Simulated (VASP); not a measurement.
# Re in VASP: a series of runs

Re is run at these levels: PBE; tasks: single point, relaxation of cell and atoms.

All numbers are computed with VASP 6.6.1; they aren't measurements. Logs are shortened: lines on timing, memory, paths and dates and some standing lists are left out, and cuts for length are marked.

## (1) The cell of the first run

The typed cell holds 4 atoms: a = 2.764 Å, b = 2.764 Å, c = 7.850 Å, α = 90.00°, β = 90.00°, γ = 89.85°.

## (2) Single point, PBE

Contents of INCAR:

```
ALGO     = Normal         # electronic algorithm
EDIFF    = 1E-6           # SCF threshold, eV
ENCUT    = 520            # plane-wave cutoff, eV
GGA      = PE             # functional
ISIF     = 2              # what is computed and relaxed
ISMEAR   = 0              # smearing method
LASPH    = True           # aspherical terms in the spheres
LCHARG   = False          # write CHGCAR
LREAL    = False          # projectors in reciprocal space
LWAVE    = False          # write WAVECAR
NBANDS   = 22             # bands
NELM     = 100            # most SCF steps
PREC     = Accurate       # precision mode
SIGMA    = 0.1            # smearing width, eV
```

Contents of KPOINTS:

```
k-points
0
Gamma
  6 6 4
```

Contents of POSCAR:

```
Re
1.0
    1.9571250093     -1.9520801125      0.0000000000
    1.9571250093      1.9520801125      0.0000000000
    0.0000000000      0.0000000000      7.8497762921
Re
4
Direct
    0.7499956353      0.2500043647      0.1249916746
    0.7500043647      0.2499956353      0.6249916746
    0.2500043647      0.7499956353      0.8750083254
    0.2499956353      0.7500043647      0.3750083254
```

Potentials or basis: VASP PAW PBE potentials, release 64 (Re).

Run with:

```
$ cat potpaw_PBE.64/Re/POTCAR > POTCAR
$ mpirun -np 1 vasp_std > vasp.out
```

OUTCAR:

```text
EDIFF = 1E-6
   ENCUT = 520
   GGA = PE
   ISIF = 2
   ISMEAR = 0
   LASPH = True
   LREAL = False
   NELM = 100
   PREC = Accurate

 ion  position               nearest neighbor table
   1  0.750  0.250  0.125-   3 2.77   3 2.77   4 2.77   4 2.77   3 2.77   3 2.77   4 2.77   4 2.77

   2  0.750  0.250  0.625-   4 2.77   4 2.77   3 2.77   3 2.77   4 2.77   4 2.77   3 2.77   3 2.77

   3  0.250  0.750  0.875-   1 2.77   1 2.77   2 2.77   2 2.77   1 2.77   1 2.77   2 2.77   2 2.77

   4  0.250  0.750  0.375-   2 2.77   2 2.77   1 2.77   1 2.77   2 2.77   2 2.77   1 2.77   1 2.77

  LATTYP: Found a base centered orthorhombic cell.
 ALAT       =     3.9041602250
 B/A-ratio  =     1.0025843698
 C/A-ratio  =     2.0106183762

  Lattice vectors:

 A1 = (  -1.9571250093,  -1.9520801125,   0.0000000000)
 A2 = (   1.9571250093,  -1.9520801125,   0.0000000000)
 A3 = (   0.0000000000,   0.0000000000,   7.8497762921)

Analysis of symmetry for initial positions (statically):
=====================================================================
 Subroutine PRICEL returns:
 Original cell was already a primitive cell.

 Routine SETGRP: Setting up the symmetry group for a
 base centered orthorhombic supercell.

 Subroutine GETGRP returns: Found  8 space group operations
 (whereof  4 operations were pure point group operations)
 out of a pool of  8 trial point group operations.

The static configuration has the point symmetry C_2h.
 The point group associated with its full space group is D_2h.

Analysis of symmetry for dynamics (positions and initial velocities):
=====================================================================
 Subroutine PRICEL returns:
 Original cell was already a primitive cell.

 Routine SETGRP: Setting up the symmetry group for a
 base centered orthorhombic supercell.

 Subroutine GETGRP returns: Found  8 space group operations
 (whereof  4 operations were pure point group operations)
 out of a pool of  8 trial point group operations.

The dynamic configuration has the point symmetry C_2h.
 The point group associated with its full space group is D_2h.

 Subroutine INISYM returns: Found  8 space group operations
 (whereof  4 operations are pure point group operations),
 and found     1 'primitive' translations

----------------------------------------------------------------------------------------

                                     Primitive cell

  volume of cell :      59.9796

  direct lattice vectors                    reciprocal lattice vectors
     1.957125009 -1.952080113  0.000000000     0.255476782 -0.256137029  0.000000000
     1.957125009  1.952080113  0.000000000     0.255476782  0.256137029  0.000000000
     0.000000000  0.000000000  7.849776292     0.000000000  0.000000000  0.127392165

  length of vectors
     2.764227752  2.764227752  7.849776292     0.361765896  0.361765896  0.127392165

  position of ions in fractional coordinates (direct lattice)
     0.749995635  0.250004365  0.124991675
     0.750004365  0.249995635  0.624991675
     0.250004365  0.749995635  0.875008325
     0.249995635  0.750004365  0.375008325

  ion indices of the primitive-cell ions
   primitive index   ion index
                 1           1
                 2           2
                 3           3
                 4           4

----------------------------------------------------------------------------------------

 KPOINTS: k-points

Automatic generation of k-mesh.
 Grid dimensions read from file:
 generate k-points for:    6    6    4

 Generating k-lattice:

  Cartesian coordinates                     Fractional coordinates (reciprocal lattice)
     0.042579464 -0.042689505  0.000000000     0.166666667 -0.000000000  0.000000000
     0.042579464  0.042689505  0.000000000    -0.000000000  0.166666667  0.000000000
     0.000000000  0.000000000  0.031848041     0.000000000  0.000000000  0.250000000

  Length of vectors
     0.060294316  0.060294316  0.031848041

  Shift w.r.t. Gamma in fractional coordinates (k-lattice)
     0.000000000  0.000000000  0.000000000

 Subroutine IBZKPT returns following result:
 ===========================================

 Found     39 irreducible k-points:

 Following reciprocal coordinates:
            Coordinates               Weight
  0.000000  0.000000  0.000000      1.000000
  0.166667 -0.000000  0.000000      4.000000
  0.333333  0.000000  0.000000      4.000000
  0.500000 -0.000000  0.000000      2.000000
  0.166667  0.166667  0.000000      2.000000
  0.333333  0.166667  0.000000      4.000000
[... 16 lines left out ...]
  0.333333  0.333333  0.250000      4.000000
  0.500000  0.333333  0.250000      8.000000
 [... further k-points ...]
   k-points           NKPTS =     39   k-points in BZ     NKDIM =     39   number of bands    NBANDS=     22
   number of dos      NEDOS =    301   number of ions     NIONS =      4
   total plane-waves  NPLWV =  34560
   dimension x,y,z NGX =    24 NGY =   24 NGZ =   60
   dimension x,y,z NGXF=    48 NGYF=   48 NGZF=  120
   ions per type =               4
   NGX,Y,Z   is equivalent  to a cutoff of  14.43, 14.43, 12.71 a.u.
   NGXF,Y,Z  is equivalent  to a cutoff of  28.87, 28.87, 25.41 a.u.
 SYSTEM =  unknown system
   PREC   = accura    normal or accurate (medium, high low for compatibility)
   ISTART =      0    job   : 0-new  1-cont  2-samecut
   ICHARG =      2    charge: 1-file 2-atom 10-const
   ISPIN  =      1    spin polarized calculation?
   LNONCOLLINEAR =      F non collinear calculations
   LSORBIT =      F    spin-orbit coupling
   LASPH  =      T    aspherical Exc in radial PAW
   ENCUT  =  520.0 eV  38.22 Ry    6.18 a.u.   5.14  5.14 14.60*2*pi/ulx,y,z
   NELM   =    100;   NELMIN=  2; NELMDL= -5     # of ELM steps
   EDIFF  = 0.1E-05   stopping-criterion for ELM
   LREAL  =      F    real-space projection
   EDIFFG = 0.1E-04   stopping-criterion for IOM
   NSW    =      0    number of steps for IOM
   IBRION =     -1    ionic relax: 0-MD 1-quasi-New 2-CG
   NFREE  =      0    steps in history (QN), initial steepest desc. (CG)
   ISIF   =      2    stress and relaxation
   ISYM   =      2    0-nonsym 1-usesym 2-fastsym
   POTIM  = 0.5000    time-step for ionic-motion
   TEBEG  =    0.0;   TEEND  =   0.0 temperature during run
   PSTRESS=    0.0 pullay stress
   NELECT =      28.0000    total number of electrons
   NUPDOWN=      -1.0000    fix difference up-down
   EMIN   =  10.00;   EMAX   =-10.00  energy-range for DOS
   EFERMI =   0.00;   METHOD = LEGACY
   ISMEAR =     0;   SIGMA  =   0.10  broadening in eV -4-tet -1-fermi 0-gaus
   EFERMI_NEDOS =   21; number of points for ismear=-14 and -15
   IALGO  =     38    algorithm
   IMIX   =      4    mixing-type and parameters
     AMIX     =   0.40;   BMIX     =  1.00
     AMIX_MAG =   1.60;   BMIX_MAG =  1.00
  volume/ion in A,a.u.               =      14.99       101.19
  Fermi-wavevector in a.u.,A,eV,Ry     =   1.269969  2.399893 21.943755  1.612820
  Thomas-Fermi vector in A             =   2.402981
   LORBIT       =      0    0 simple, 1 ext, 2 COOP (PROOUT), +10 PAW based schemes
   GGA     = PE    functional components
   LHFCALC =     F    Hartree Fock is set to
   AEXX    =    0.0000 exact exchange contribution
   IVDW    =     0    specifies the selected vdW correction
   LEPSILON=     F    determine dielectric tensor
   LRPA    =     F    only Hartree local field effects (RPA)
 non-spin polarized calculation
 Gauss-broadening in eV      SIGMA  =   0.10
  energy-cutoff  :      520.00
  volume of cell :       59.98
 maximum number of plane-waves:      1637
 NGX is ok and might be reduce to    24
   NGX = 11   NGY = 11   NGZ = 29

 number of electron      28.0000000 magnetization

 Free energy of the ion-electron system (eV)
  ---------------------------------------------------
  ext. energy  EPLUGINS =         0.00000000
  ---------------------------------------------------
  free energy    TOTEN  =       -49.49462548 eV

  energy without entropy =      -49.47713629  energy(sigma->0) =      -49.48588089

 E-fermi :   7.8775     XC(G=0): -13.6258

 val. band max:        7.8432281821   @ k =  -0.3333   0.1667   0.5000
 cond. band min:       7.8883839392   @ k =   0.1667   0.1667   0.5000
 fundamental gap:      0.0451557572
 Fermi energy:         7.8775174214

 k-point     1 :       0.0000    0.0000    0.0000
  band No.  band energies     occupation
      1      -2.0797      2.00000
      2       0.9377      2.00000
      3       0.9381      2.00000
      4       1.2482      2.00000
      5       2.1299      2.00000
      6       3.7498      2.00000
[... 14 lines left out ...]
     21      10.5864      0.00000
     22      11.6225      0.00000

 k-point     2 :       0.1667   -0.0000    0.0000
  band No.  band energies     occupation
      1      -1.2630      2.00000
      2       1.3832      2.00000
      3       1.3834      2.00000
      4       1.8388      2.00000
      5       2.7745      2.00000
      6       4.2044      2.00000
[... 14 lines left out ...]
     21      10.7634      0.00000
     22      10.7651      0.00000

 k-point     3 :       0.3333    0.0000    0.0000
  band No.  band energies     occupation
      1       0.7735      2.00000
      2       1.4073      2.00000
      3       1.4074      2.00000
      4       2.9733      2.00000
      5       4.1078      2.00000
      6       4.6959      2.00000
[... 14 lines left out ...]
     21      11.0519      0.00000
     22      11.3657      0.00000
[... 476 lines left out ...]
 k-point    23 :       0.3333    0.3333    0.2500
  band No.  band energies     occupation
      1       1.8447      2.00000
      2       2.5117      2.00000
      3       3.0127      2.00000
      4       3.1227      2.00000
      5       3.2188      2.00000
      6       3.4540      2.00000
[... 14 lines left out ...]
     21      11.8591      0.00000
     22      13.7734      0.00000

 k-point    24 :       0.5000    0.3333    0.2500
  band No.  band energies     occupation
      1       1.9048      2.00000
      2       1.9072      2.00000
      3       2.7873      2.00000
      4       2.7915      2.00000
      5       2.9103      2.00000
      6       2.9111      2.00000
[... 14 lines left out ...]
     21      13.6702      0.00000
     22      13.6780      0.00000

 [... further k-points ...]

------------------------ aborting loop because EDIFF is reached ----------------------------------------

  FORCE on cell =-STRESS in cart. coord.  units (eV):
  Direction    XX          YY          ZZ          XY          YZ          ZX
  --------------------------------------------------------------------------------------
  -------------------------------------------------------------------------------------
  Total       -0.3042278     -0.0880942     -0.1507372      0.0000000      0.0000000      0.0000000
  in kB       -8.1265447     -2.3531749     -4.0264987      0.0000000      0.0000000      0.0000000
  external PRESSURE =      -4.8354061 kB  Pullay stress =       0.0000000 kB

 VOLUME and BASIS-vectors are now :
 -----------------------------------------------------------------------------
  energy-cutoff  :      520.00
  volume of cell :       59.98
      direct lattice vectors                 reciprocal lattice vectors
     1.957125009 -1.952080113  0.000000000     0.255476782 -0.256137029  0.000000000
     1.957125009  1.952080113  0.000000000     0.255476782  0.256137029  0.000000000
     0.000000000  0.000000000  7.849776292     0.000000000  0.000000000  0.127392165

 POSITION                                       TOTAL-FORCE (eV/Angst)
 -----------------------------------------------------------------------------------
      1.95713     -0.97602      0.98116         0.000000     -0.000127      0.001637
      1.95713     -0.97606      4.90604         0.000000      0.000127      0.001637
      1.95713      0.97602      6.86862         0.000000      0.000127     -0.001637
      1.95713      0.97606      2.94373         0.000000     -0.000127     -0.001637
 -----------------------------------------------------------------------------------
    total drift:                               -0.000000     -0.000000      0.000000

  FREE ENERGIE OF THE ION-ELECTRON SYSTEM (eV)
  ---------------------------------------------------
  free  energy   TOTEN  =       -49.4946254828 eV

  energy  without entropy=      -49.4771362909  energy(sigma->0) =      -49.48588089
```

It took 60 s on 1 thread of Intel Xeon Platinum 8259CL at 2.50GHz (Skylake/Cascade Lake), shared host; peak memory 0.19 GiB.

Results:

```yaml
Free_energy: -49.4946 eV
Pressure: -0.5 GPa
Band_gap_on_the_k_mesh: zero (band 14 reaches 10.71 eV, above the bottom of band 15 at 6.47 eV)
```

Caveat: the k points lie up to 0.38 Å⁻¹ apart; spin-orbit coupling is left out, which moves the levels of the heavy elements.

(Continued in part 2 of 2.)
